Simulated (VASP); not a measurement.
# Cd (P6_3/mmc) in VASP: further runs

Runs on Cd. Level: PBE. Tasks: single point, relaxation of shape and atoms at fixed volume.

Program: VASP 6.6.1. These are calculated values, not measurements. Logs are shortened: lines on timing, memory, paths and dates and some standing lists are left out, and cuts for length are marked.

**1. The cell of the first run**

Symmetry: P6_3/mmc, No. 194, hexagonal system. The conventional cell has a = 2.352 Å, b = 2.352 Å, c = 3.783 Å, α = 90.00°, β = 90.00°, γ = 120.00°. Within 3.1 Å of Cd (site symmetry -6m2) lie 12 Cd at 2.33 to 2.35 Å.

**2. Single point, PBE (9.06 Å³/atom)**

The input, INCAR:

```
ALGO     = Normal         # electronic algorithm
EDIFF    = 1E-6           # SCF threshold, eV
ENCUT    = 630            # plane-wave cutoff, eV
GGA      = PE             # functional
GGA_COMPAT= F            
ISIF     = 2              # what is computed and relaxed
ISMEAR   = -1             # smearing method
LASPH    = T              # aspherical terms in the spheres
LCHARG   = T              # write CHGCAR
LELF     = T              # ELF
LREAL    = F              # projectors in reciprocal space
LVHAR    = T            
LWAVE    = F              # write WAVECAR
NBANDS   = 27             # bands
NELM     = 120            # most SCF steps
PREC     = Accurate       # precision mode
SIGMA    = 0.08           # smearing width, eV
```

The input, KPOINTS:

```
k-points
0
Gamma
  15 15 8
```

The input, POSCAR:

```
Cd
1.0
    2.3517475104      0.0000000000      0.0000000000
   -1.1758737552      2.0366730873      0.0000000000
    0.0000000000      0.0000000000      3.7830639780
Cd
2
Direct
    0.3333333333      0.6666666667      0.2500000000
    0.6666666667      0.3333333333      0.7500000000
```

Potentials or basis: VASP PAW PBE potentials, release 64 (Cd_sv_GW).

Command:

```bash
$ cat potpaw_PBE.64/Cd_sv_GW/POTCAR > POTCAR
$ mpirun -np 1 vasp_std > vasp.out
```

OUTCAR:

```text
EDIFF = 1E-6
   ENCUT = 630
   GGA = PE
   ISIF = 2
   ISMEAR = -1
   LASPH = T
   LREAL = F
   NELM = 120
   PREC = Accurate

 ion  position               nearest neighbor table
   1  0.333  0.667  0.250-   2 2.33   2 2.33   2 2.33   2 2.33   2 2.33   2 2.33
   2  0.667  0.333  0.750-   1 2.33   1 2.33   1 2.33   1 2.33   1 2.33   1 2.33

  LATTYP: Found a hexagonal cell.
 ALAT       =     2.3517475104
 C/A-ratio  =     1.6086182557

  Lattice vectors:

 A1 = (   2.3517475104,   0.0000000000,   0.0000000000)
 A2 = (  -1.1758737552,   2.0366730873,   0.0000000000)
 A3 = (   0.0000000000,   0.0000000000,   3.7830639780)

Analysis of symmetry for initial positions (statically):
=====================================================================
 Subroutine PRICEL returns:
 Original cell was already a primitive cell.

 Routine SETGRP: Setting up the symmetry group for a
 hexagonal supercell.

 Subroutine GETGRP returns: Found 24 space group operations
 (whereof 12 operations were pure point group operations)
 out of a pool of 24 trial point group operations.

The static configuration has the point symmetry D_3d.
 The point group associated with its full space group is D_6h.

Analysis of symmetry for dynamics (positions and initial velocities):
=====================================================================
 Subroutine PRICEL returns:
 Original cell was already a primitive cell.

 Routine SETGRP: Setting up the symmetry group for a
 hexagonal supercell.

 Subroutine GETGRP returns: Found 24 space group operations
 (whereof 12 operations were pure point group operations)
 out of a pool of 24 trial point group operations.

The dynamic configuration has the point symmetry D_3d.
 The point group associated with its full space group is D_6h.

 Subroutine INISYM returns: Found 24 space group operations
 (whereof 12 operations are pure point group operations),
 and found     1 'primitive' translations

----------------------------------------------------------------------------------------

                                     Primitive cell

  volume of cell :      18.1199

  direct lattice vectors                    reciprocal lattice vectors
     2.351747510  0.000000000  0.000000000     0.425215715  0.245498408  0.000000000
    -1.175873755  2.036673087  0.000000000     0.000000000  0.490996815  0.000000000
     0.000000000  0.000000000  3.783063978     0.000000000  0.000000000  0.264336000

  length of vectors
     2.351747510  2.351747510  3.783063978     0.490996815  0.490996815  0.264336000

  position of ions in fractional coordinates (direct lattice)
     0.333333333  0.666666667  0.250000000
     0.666666667  0.333333333  0.750000000

  ion indices of the primitive-cell ions
   primitive index   ion index
                 1           1
                 2           2

----------------------------------------------------------------------------------------

 KPOINTS: k-points

Automatic generation of k-mesh.
 Grid dimensions read from file:
 generate k-points for:   15   15    8

 Generating k-lattice:

  Cartesian coordinates                     Fractional coordinates (reciprocal lattice)
     0.028347714  0.016366561  0.000000000     0.066666667 -0.000000000  0.000000000
     0.000000000  0.032733121  0.000000000     0.000000000  0.066666667  0.000000000
     0.000000000  0.000000000  0.033042000     0.000000000  0.000000000  0.125000000

  Length of vectors
     0.032733121  0.032733121  0.033042000

  Shift w.r.t. Gamma in fractional coordinates (k-lattice)
     0.000000000  0.000000000  0.000000000

 Subroutine IBZKPT returns following result:
 ===========================================

 Found    135 irreducible k-points:

 Following reciprocal coordinates:
            Coordinates               Weight
  0.000000  0.000000  0.000000      1.000000
  0.066667 -0.000000  0.000000      6.000000
  0.133333 -0.000000  0.000000      6.000000
  0.200000  0.000000  0.000000      6.000000
  0.266667 -0.000000  0.000000      6.000000
  0.333333  0.000000  0.000000      6.000000
[... 16 lines left out ...]
  0.333333  0.200000  0.000000     12.000000
  0.400000  0.200000  0.000000      6.000000
 [... further k-points ...]
   k-points           NKPTS =    135   k-points in BZ     NKDIM =    135   number of bands    NBANDS=     27
   number of dos      NEDOS =    301   number of ions     NIONS =      2
   total plane-waves  NPLWV =  12800
   dimension x,y,z NGX =    20 NGY =   20 NGZ =   32
   dimension x,y,z NGXF=    40 NGYF=   40 NGZF=   64
   ions per type =               2
   NGX,Y,Z   is equivalent  to a cutoff of  14.14, 14.14, 14.06 a.u.
   NGXF,Y,Z  is equivalent  to a cutoff of  28.28, 28.28, 28.12 a.u.
 SYSTEM =  unknown system
   PREC   = accura    normal or accurate (medium, high low for compatibility)
   ISTART =      0    job   : 0-new  1-cont  2-samecut
   ICHARG =      2    charge: 1-file 2-atom 10-const
   ISPIN  =      1    spin polarized calculation?
   LNONCOLLINEAR =      F non collinear calculations
   LSORBIT =      F    spin-orbit coupling
   LASPH  =      T    aspherical Exc in radial PAW
   ENCUT  =  630.0 eV  46.30 Ry    6.80 a.u.   4.81  4.81  7.74*2*pi/ulx,y,z
   NELM   =    120;   NELMIN=  2; NELMDL= -5     # of ELM steps
   EDIFF  = 0.1E-05   stopping-criterion for ELM
   LREAL  =      F    real-space projection
   EDIFFG = 0.1E-04   stopping-criterion for IOM
   NSW    =      0    number of steps for IOM
   IBRION =     -1    ionic relax: 0-MD 1-quasi-New 2-CG
   NFREE  =      0    steps in history (QN), initial steepest desc. (CG)
   ISIF   =      2    stress and relaxation
   ISYM   =      2    0-nonsym 1-usesym 2-fastsym
   POTIM  = 0.5000    time-step for ionic-motion
   TEBEG  =    0.0;   TEEND  =   0.0 temperature during run
   PSTRESS=    0.0 pullay stress
   NELECT =      40.0000    total number of electrons
   NUPDOWN=      -1.0000    fix difference up-down
   EMIN   =  10.00;   EMAX   =-10.00  energy-range for DOS
   EFERMI =   0.00;   METHOD = LEGACY
   ISMEAR =    -1;   SIGMA  =   0.08  broadening in eV -4-tet -1-fermi 0-gaus
   EFERMI_NEDOS =   21; number of points for ismear=-14 and -15
   IALGO  =     38    algorithm
   IMIX   =      4    mixing-type and parameters
     AMIX     =   0.40;   BMIX     =  1.00
     AMIX_MAG =   1.60;   BMIX_MAG =  1.00
  volume/ion in A,a.u.               =       9.06        61.14
  Fermi-wavevector in a.u.,A,eV,Ry     =   2.131619  4.028176 61.822149  4.543800
  Thomas-Fermi vector in A             =   3.113212
   LORBIT       =      0    0 simple, 1 ext, 2 COOP (PROOUT), +10 PAW based schemes
   GGA     = PE    functional components
   LHFCALC =     F    Hartree Fock is set to
   AEXX    =    0.0000 exact exchange contribution
   IVDW    =     0    specifies the selected vdW correction
   LEPSILON=     F    determine dielectric tensor
   LRPA    =     F    only Hartree local field effects (RPA)
 non-spin polarized calculation
  energy-cutoff  :      630.00
  volume of cell :       18.12
 maximum number of plane-waves:       672
 NGX is ok and might be reduce to    20
   NGX =  9   NGY =  9   NGZ = 15

 number of electron      39.9999992 magnetization

 Free energy of the ion-electron system (eV)
  ---------------------------------------------------
  ext. energy  EPLUGINS =         0.00000000
  ---------------------------------------------------
  free energy    TOTEN  =        15.22770390 eV

  energy without entropy =       15.23083268  energy(sigma->0) =       15.22926829

 E-fermi :  24.2510     XC(G=0): -17.0943

 val. band max:       24.0987388729   @ k =   0.3333   0.0667   0.0000
 cond. band min:      24.2666844103   @ k =   0.2667   0.2667   0.0000
 fundamental gap:      0.1679455374
 Fermi energy:        24.2510060499

 k-point     1 :       0.0000    0.0000    0.0000
  band No.  band energies     occupation
      1     -85.2594      2.00000
      2     -85.0414      2.00000
      3     -46.9388      2.00000
      4     -45.9354      2.00000
      5     -45.9354      2.00000
      6     -45.7639      2.00000
[... 19 lines left out ...]
     26      42.9513      0.00000
     27      43.1485      0.00000

 k-point     2 :       0.0667   -0.0000    0.0000
  band No.  band energies     occupation
      1     -85.2518      2.00000
      2     -85.0380      2.00000
      3     -46.9226      2.00000
      4     -45.9719      2.00000
      5     -45.9474      2.00000
      6     -45.8016      2.00000
[... 19 lines left out ...]
     26      41.6193      0.00000
     27      41.6369      0.00000

 k-point     3 :       0.1333   -0.0000    0.0000
  band No.  band energies     occupation
      1     -85.2302      2.00000
      2     -85.0287      2.00000
      3     -46.8753      2.00000
      4     -46.0749      2.00000
      5     -45.9807      2.00000
      6     -45.9068      2.00000
[... 19 lines left out ...]
     26      39.4844      0.00000
     27      40.3409      0.00000

 k-point     4 :       0.2000    0.0000    0.0000
  band No.  band energies     occupation
      1     -85.1974      2.00000
      2     -85.0157      2.00000
      3     -46.8011      2.00000
      4     -46.2268      2.00000
      5     -46.0592      2.00000
      6     -46.0282      2.00000
[... 19 lines left out ...]
     26      37.9975      0.00000
     27      40.9735      0.00000

 k-point     5 :       0.2667   -0.0000    0.0000
  band No.  band energies     occupation
      1     -85.1580      2.00000
      2     -85.0023      2.00000
      3     -46.7072      2.00000
      4     -46.4013      2.00000
      5     -46.2302      2.00000
      6     -46.0812      2.00000
[... 19 lines left out ...]
     26      37.9935      0.00000
     27      41.8903      0.00000

 k-point     6 :       0.3333    0.0000    0.0000
  band No.  band energies     occupation
      1     -85.1177      2.00000
      2     -84.9920      2.00000
      3     -46.6034      2.00000
      4     -46.5680      2.00000
      5     -46.3902      2.00000
      6     -46.1306      2.00000
[... 444 lines left out ...]
      1     -85.1076      2.00000
      2     -84.9899      2.00000
      3     -46.5762      2.00000
      4     -46.4745      2.00000
      5     -46.4625      2.00000
      6     -46.1451      2.00000
[... 19 lines left out ...]
     26      38.5457      0.00000
     27      39.3700      0.00000

 k-point    22 :       0.2667    0.2000    0.0000
  band No.  band energies     occupation
      1     -85.0738      2.00000
      2     -84.9863      2.00000
      3     -46.5877      2.00000
      4     -46.5016      2.00000
      5     -46.4777      2.00000
      6     -46.2288      2.00000
[... 19 lines left out ...]
     26      36.2744      0.00000
     27      38.1743      0.00000

 k-point    23 :       0.3333    0.2000    0.0000
  band No.  band energies     occupation
      1     -85.0467      2.00000
      2     -84.9879      2.00000
      3     -46.6633      2.00000
      4     -46.5084      2.00000
      5     -46.3884      2.00000
      6     -46.3083      2.00000
[... 19 lines left out ...]
     26      35.1241      0.00000
     27      37.2738      0.00000

 k-point    24 :       0.4000    0.2000    0.0000
  band No.  band energies     occupation
      1     -85.0350      2.00000
      2     -84.9906      2.00000
      3     -46.6898      2.00000
      4     -46.5032      2.00000
      5     -46.3452      2.00000
      6     -46.3450      2.00000
[... 19 lines left out ...]
     26      34.6785      0.00000
     27      36.9318      0.00000

 [... further k-points ...]
[... 5 lines left out ...]
  --------------------------------------------------------------------------------------
  -------------------------------------------------------------------------------------
  Total       58.3093020     58.3093020     58.3646221      0.0000000      0.0000000      0.0000000
  in kB     5155.7603398   5155.7603399   5160.6517900      0.0000000      0.0000000      0.0000000
  external PRESSURE =    5157.3908232 kB  Pullay stress =       0.0000000 kB

 VOLUME and BASIS-vectors are now :
 -----------------------------------------------------------------------------
  energy-cutoff  :      630.00
  volume of cell :       18.12
      direct lattice vectors                 reciprocal lattice vectors
     2.351747510  0.000000000  0.000000000     0.425215715  0.245498408  0.000000000
    -1.175873755  2.036673087  0.000000000     0.000000000  0.490996815  0.000000000
     0.000000000  0.000000000  3.783063978     0.000000000  0.000000000  0.264336000

 POSITION                                       TOTAL-FORCE (eV/Angst)
 -----------------------------------------------------------------------------------
     -0.00000      1.35778      0.94577        -0.000000     -0.000000     -0.000000
      1.17587      0.67889      2.83730         0.000000      0.000000      0.000000
 -----------------------------------------------------------------------------------
    total drift:                               -0.000000      0.000000      0.000000

  FREE ENERGIE OF THE ION-ELECTRON SYSTEM (eV)
  ---------------------------------------------------
  free  energy   TOTEN  =        15.2277039041 eV

  energy  without entropy=       15.2308326790  energy(sigma->0) =       15.22926829
```

It took 89 s on 1 thread of Intel Xeon Platinum 8488C (Sapphire Rapids), shared host; peak memory 0.21 GiB.

What came out:

* Free energy: 15.2277 eV
* Pressure: 515.7 GPa
* Band gap on the k mesh: zero (bands 20 and 21 overlap by 3.04 eV)

Caveat: the cell stands under pressure.

(Part 1 of 2 ends here.)

The gap in the log of VASP goes by the Fermi energy; the results here count the filled bands.